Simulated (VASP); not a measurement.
# PbSe (F-43m) in VASP: single point with r2SCAN+rVV10

Aim: the single point of PbSe with r2SCAN+rVV10.

Program: VASP 6.6.1. These are calculated values, not measurements. Logs are shortened: lines on timing, memory, paths and dates and some standing lists are left out, and cuts for length are marked.

### Step 1. The cell of the first run

The structure is cubic, space group F-43m (No. 216). Conventional cell: a = 6.806 Å, b = 6.806 Å, c = 6.806 Å, α = 90.00°, β = 90.00°, γ = 90.00°. Within 3.9 Å of Pb (site symmetry -43m) lie 4 Se at 2.95 Å. Se (site symmetry -43m) has 4 Pb at 2.95 Å within 3.9 Å.

### Step 2. Single point, r2SCAN+rVV10

POSCAR reads:

```
PbSe
1.0
    0.0000000000      3.4031302553      3.4031302553
    3.4031302553      0.0000000000      3.4031302553
    3.4031302553      3.4031302553      0.0000000000
Pb Se
1 1
Direct
    0.0000000000      0.0000000000      0.0000000000
    0.2500000000      0.2500000000      0.2500000000
```

INCAR.step1 reads:

```
ALGO     = Normal         # electronic algorithm
EDIFF    = 1E-4           # SCF threshold, eV
ENCUT    = 520            # plane-wave cutoff, eV
GGA      = PE             # functional
ISMEAR   = -1             # smearing method
LASPH    = True           # aspherical terms in the spheres
LCHARG   = False          # write CHGCAR
LREAL    = False          # projectors in reciprocal space
LWAVE    = True           # write WAVECAR
NBANDS   = 17             # bands
NELM     = 60             # most SCF steps
PREC     = Accurate       # precision mode
SIGMA    = 0.03           # smearing width, eV
```

INCAR.step2 reads:

```
ALGO     = Normal         # electronic algorithm
BPARAM   = 11.95        
CPARAM   = 0.0093       
EDIFF    = 1E-7           # SCF threshold, eV
ENCUT    = 520            # plane-wave cutoff, eV
ISIF     = 2              # what is computed and relaxed
ISMEAR   = -1             # smearing method
ISTART   = 1            
IVDW_NL  = 2            
LASPH    = True           # aspherical terms in the spheres
LCHARG   = True           # write CHGCAR
LELF     = True           # ELF
LMIXTAU  = True         
LREAL    = False          # projectors in reciprocal space
LUSE_VDW = True         
LVHAR    = True         
LWAVE    = False          # write WAVECAR
METAGGA  = R2SCAN         # meta-GGA
NBANDS   = 17             # bands
NELM     = 60             # most SCF steps
PREC     = Accurate       # precision mode
SIGMA    = 0.03           # smearing width, eV
```

KPOINTS reads:

```
k-points
0
Gamma
  8 8 8
```

Potentials or basis: VASP PAW PBE potentials, release 64 (Pb_d, Se).

The run is started by

```bash
$ cat potpaw_PBE.64/Pb_d/POTCAR potpaw_PBE.64/Se/POTCAR > POTCAR
$ cp INCAR.step1 INCAR
$ mpirun -np 1 vasp_std > vasp.out
$ cp INCAR.step2 INCAR
$ mpirun -np 1 vasp_std > vasp.out
```

OUTCAR:

```text
BPARAM = 11.95
   EDIFF = 1E-7
   ENCUT = 520
   ISIF = 2
   ISMEAR = -1
   ISTART = 1
   IVDW_NL = 2
   LASPH = True
   LREAL = False
   METAGGA = R2SCAN
   NELM = 60
   PREC = Accurate

 ion  position               nearest neighbor table
   1  0.000  0.000  0.000-   2 2.95   2 2.95   2 2.95   2 2.95
   2  0.250  0.250  0.250-   1 2.95   1 2.95   1 2.95   1 2.95

  LATTYP: Found a face centered cubic cell.
 ALAT       =     6.8062605106

  Lattice vectors:

 A1 = (   0.0000000000,   3.4031302553,   3.4031302553)
 A2 = (   3.4031302553,   0.0000000000,   3.4031302553)
 A3 = (   3.4031302553,   3.4031302553,   0.0000000000)

Analysis of symmetry for initial positions (statically):
=====================================================================
 Subroutine PRICEL returns:
 Original cell was already a primitive cell.

 Routine SETGRP: Setting up the symmetry group for a
 face centered cubic supercell.

 Subroutine GETGRP returns: Found 24 space group operations
 (whereof 24 operations were pure point group operations)
 out of a pool of 48 trial point group operations.

The static configuration has the point symmetry T_d .

Analysis of symmetry for dynamics (positions and initial velocities):
=====================================================================
 Subroutine PRICEL returns:
 Original cell was already a primitive cell.

 Routine SETGRP: Setting up the symmetry group for a
 face centered cubic supercell.

 Subroutine GETGRP returns: Found 24 space group operations
 (whereof 24 operations were pure point group operations)
 out of a pool of 48 trial point group operations.

The dynamic configuration has the point symmetry T_d .

 Subroutine INISYM returns: Found 24 space group operations
 (whereof 24 operations are pure point group operations),
 and found     1 'primitive' translations

----------------------------------------------------------------------------------------

                                     Primitive cell

  volume of cell :      78.8253

  direct lattice vectors                    reciprocal lattice vectors
     0.000000000  3.403130255  3.403130255    -0.146923556  0.146923556  0.146923556
     3.403130255  0.000000000  3.403130255     0.146923556 -0.146923556  0.146923556
     3.403130255  3.403130255  0.000000000     0.146923556  0.146923556 -0.146923556

  length of vectors
     4.812752962  4.812752962  4.812752962     0.254479065  0.254479065  0.254479065

[... 79 lines left out ...]
   NELM   =     60;   NELMIN=  2; NELMDL=  0     # of ELM steps
   EDIFF  = 0.1E-06   stopping-criterion for ELM
   LREAL  =      F    real-space projection
   EDIFFG = 0.1E-05   stopping-criterion for IOM
   NSW    =      0    number of steps for IOM
   IBRION =     -1    ionic relax: 0-MD 1-quasi-New 2-CG
   NFREE  =      0    steps in history (QN), initial steepest desc. (CG)
   ISIF   =      2    stress and relaxation
   ISYM   =      2    0-nonsym 1-usesym 2-fastsym
   POTIM  = 0.5000    time-step for ionic-motion
   TEBEG  =    0.0;   TEEND  =   0.0 temperature during run
   PSTRESS=    0.0 pullay stress
   NELECT =      20.0000    total number of electrons
   NUPDOWN=      -1.0000    fix difference up-down
   EMIN   =  10.00;   EMAX   =-10.00  energy-range for DOS
   EFERMI =   0.00;   METHOD = LEGACY
   ISMEAR =    -1;   SIGMA  =   0.03  broadening in eV -4-tet -1-fermi 0-gaus
   EFERMI_NEDOS =   21; number of points for ismear=-14 and -15
   IALGO  =     38    algorithm
   IMIX   =      4    mixing-type and parameters
     AMIX     =   0.40;   BMIX     =  1.00
     AMIX_MAG =   1.60;   BMIX_MAG =  1.00
  volume/ion in A,a.u.               =      39.41       265.97
  Fermi-wavevector in a.u.,A,eV,Ry     =   1.036405  1.958522 14.614505  1.074136
  Thomas-Fermi vector in A             =   2.170794
   LORBIT       =      0    0 simple, 1 ext, 2 COOP (PROOUT), +10 PAW based schemes
   METAGGA = R2SCAN    functional components
   LHFCALC =     F    Hartree Fock is set to
   AEXX    =    0.0000 exact exchange contribution
   IVDW_NL    =     2    kernel type
   BPARAM     =11.9500
   IVDW    =     0    specifies the selected vdW correction
   LEPSILON=     F    determine dielectric tensor
   LRPA    =     F    only Hartree local field effects (RPA)
 non-spin polarized calculation
  energy-cutoff  :      520.00
  volume of cell :       78.83
 maximum number of plane-waves:      2148
   NGX = 17   NGY = 17   NGZ = 17

 number of electron      20.0000006 magnetization

 Free energy of the ion-electron system (eV)
  ---------------------------------------------------
  ext. energy  EPLUGINS =         0.00000000
  ---------------------------------------------------
  free energy    TOTEN  =       -70.80972465 eV

  energy without entropy =      -70.80972449  energy(sigma->0) =      -70.80972457

 E-fermi :   2.6510     XC(G=0):  -8.4155

 val. band max:        2.3017659719   @ k =  -0.2500   0.5000   0.2500
 cond. band min:       2.9809242929   @ k =   0.5000   0.5000   0.0000
 fundamental gap:      0.6791583210
 Fermi energy:         2.6510292793

 k-point     1 :       0.0000    0.0000    0.0000
  band No.  band energies     occupation
      1     -15.1028      2.00000
      2     -15.1028      2.00000
      3     -15.1028      2.00000
      4     -15.0628      2.00000
      5     -15.0628      2.00000
      6     -11.1426      2.00000
[... 457 lines left out ...]
      4     -15.0631      2.00000
      5     -15.0600      2.00000
      6     -10.3617      2.00000
[... 9 lines left out ...]
     16      10.9532      0.00000
     17      11.6786      0.00000

 [... further k-points ...]

------------------------ aborting loop because EDIFF is reached ----------------------------------------

  FORCE on cell =-STRESS in cart. coord.  units (eV):
  Direction    XX          YY          ZZ          XY          YZ          ZX
  --------------------------------------------------------------------------------------
  -------------------------------------------------------------------------------------
  Total        0.0475731      0.0475731      0.0475731      0.0000000      0.0000000      0.0000000
  in kB        0.9669557      0.9669557      0.9669557      0.0000000      0.0000000      0.0000000
  external PRESSURE =       0.9669557 kB  Pullay stress =       0.0000000 kB

 VOLUME and BASIS-vectors are now :
 -----------------------------------------------------------------------------
  energy-cutoff  :      520.00
  volume of cell :       78.83
      direct lattice vectors                 reciprocal lattice vectors
     0.000000000  3.403130255  3.403130255    -0.146923556  0.146923556  0.146923556
     3.403130255  0.000000000  3.403130255     0.146923556 -0.146923556  0.146923556
     3.403130255  3.403130255  0.000000000     0.146923556  0.146923556 -0.146923556

 POSITION                                       TOTAL-FORCE (eV/Angst)
 -----------------------------------------------------------------------------------
      0.00000      0.00000      0.00000        -0.000000     -0.000000     -0.000000
      1.70157      1.70157      1.70157         0.000000      0.000000      0.000000
 -----------------------------------------------------------------------------------
    total drift:                               -0.000000     -0.000000     -0.000000

  FREE ENERGIE OF THE ION-ELECTRON SYSTEM (eV)
  ---------------------------------------------------
  free  energy   TOTEN  =       -70.8097246458 eV

  energy  without entropy=      -70.8097244921  energy(sigma->0) =      -70.80972457
```

Run time: 5.7 min. Hardware: 1 thread of Intel Xeon 8259CL, shared host; peak memory 0.41 GiB.

What came out:

```yaml
Free_energy: -70.8097 eV
Pressure: 0.1 GPa
Band_gap_on_the_k_mesh: 0.68 eV (least direct gap 1.27 eV)
```

Caveat: the PAW data sets were made with another functional, which shifts forces and pressure a little; spin-orbit coupling is left out, which moves the levels of the heavy elements.
